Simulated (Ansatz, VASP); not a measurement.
**LiNbO3 in VASP and in Ansatz**

File INCAR:

```
  ALGO = Normal
  EDIFF = 1E-6
  ENCUT = 520
  GGA = PE
  ISIF = 2
  ISMEAR = 0
  LASPH = T
  LCHARG = F
  LREAL = F
  LWAVE = F
  NBANDS = 45
  NELM = 100
  PREC = Accurate
  SIGMA = 0.05
```

File KPOINTS:

```
k-points
0
Gamma
  6 6 6
```

File POSCAR:

```
LiNbO3
1.0
    2.4575426624      1.4188629177      5.1927876456
   -2.4575426624      1.4188629177      5.1927876456
    0.0000000000     -2.8377258353      5.1927876456
Li Nb O
2 2 6
Direct
    0.2500000000      0.2500000000      0.2500000000
    0.7500000000      0.7500000000      0.7500000000
    0.0000000000      0.0000000000      0.0000000000
    0.5000000000      0.5000000000      0.5000000000
    0.1016165405      0.3983834595      0.7500000000
    0.7500000000      0.1016165405      0.3983834595
    0.3983834595      0.7500000000      0.1016165405
    0.8983834595      0.6016165405      0.2500000000
    0.2500000000      0.8983834595      0.6016165405
    0.6016165405      0.2500000000      0.8983834595
```

Input for Ansatz:

```yaml
crystal:
  lattice:
    - [2.4575426624, 1.4188629177, 5.1927876456]
    - [-2.4575426624, 1.4188629177, 5.1927876456]
    - [0.0, -2.8377258353, 5.1927876456]
  atoms:
    - { symbol: Li, position: [0.25, 0.25, 0.25] }
    - { symbol: Li, position: [0.75, 0.75, 0.75] }
    - { symbol: Nb, position: [0.0, 0.0, 0.0] }
    - { symbol: Nb, position: [0.5, 0.5, 0.5] }
    - { symbol: O, position: [0.1016165405, 0.3983834595, 0.75] }
    - { symbol: O, position: [0.75, 0.1016165405, 0.3983834595] }
    - { symbol: O, position: [0.3983834595, 0.75, 0.1016165405] }
    - { symbol: O, position: [0.8983834595, 0.6016165405, 0.25] }
    - { symbol: O, position: [0.25, 0.8983834595, 0.6016165405] }
    - { symbol: O, position: [0.6016165405, 0.25, 0.8983834595] }
basis:
  ecutwfc: 520.0
kpoints:
  mp_grid: { grid: [6, 6, 6] }
hamiltonian:
  xc: pbe
  pseudopotentials: { kind: paw, azcp: { folder: soft_1 } }
scf:
  occupations: { method: gaussian, width: 0.05 }
output:
  forces: true
  stress: true
  eigenvalues: true
```

Alike in both runs: task single point; functional PBE; k mesh 6 × 6 × 6; occupations gaussian, width 0.05 eV; no spin polarisation.

```csv
,VASP,Ansatz
version,VASP 6.6.1,Ansatz 0.2.0
potentials or method,"VASP PAW PBE potentials, release 64 (Li_sv, Nb_sv, O), cutoff 520 eV","scalar-relativistic, plane waves, PAW"
valence electrons in the cell,68,68
```

```csv
,VASP,Ansatz,Ansatz less VASP
gap on the k mesh at the Fermi level (eV),1.87,1.89,+0.014
least direct gap on the mesh (eV),1.94,1.96,+0.015
rms of the force components (eV/Å),0.780,0.752,-0.0280
```

Atom by atom the forces differ by 0.028 eV/Å (rms over components).

Noted on VASP's run: the cutoff is under 1.25 times that of the potentials, so the pressure is a little rough.
